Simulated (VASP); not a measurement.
A run of VASP 6.6.1:

The input INCAR:

```
PREC = Accurate ; ENCUT = 520
EDIFF = 1E-7 ; ISMEAR = -1
SIGMA = 0.1 ; LREAL = F
LASPH = T ; NELM = 60
ALGO = Normal ; ISIF = 2
LWAVE = F ; LCHARG = F
GGA = PE ; NBANDS = 36
```

KPOINTS

```
Automatic mesh
0
Gamma
  14 14 1
```

Contents of POSCAR:

```
Cu
1.0
    2.5665139635      0.0000000000      0.0000000000
    0.0000000000      2.5665139635      0.0000000000
    0.0000000000      0.0000000000     23.2592000000
Cu
5
Direct
    0.0000000000      0.0000000000      0.3463542678
    0.5000000000      0.5000000000      0.4217372054
    0.0000000000      0.0000000000      0.4999999976
    0.5000000000      0.5000000000      0.5782627953
    0.0000000000      0.0000000000      0.6536457339
```

Potentials or basis: VASP PAW PBE potentials, release 64 (Cu).

The run is started by

```console
$ cat potpaw_PBE.64/Cu/POTCAR > POTCAR
$ mpirun -np 1 vasp_std > vasp.out
```

Hardware: 1 thread of Intel(R) Xeon(R) 6975P-C (Granite Rapids), on a shared host.

Question: How long does it take, and how much memory?

Answer: It took 2.5 min on 1 thread of Intel(R) Xeon(R) 6975P-C (Granite Rapids), with other jobs on the host, peak memory 0.33 GiB. Counts: scf iterations 25, k points 36.
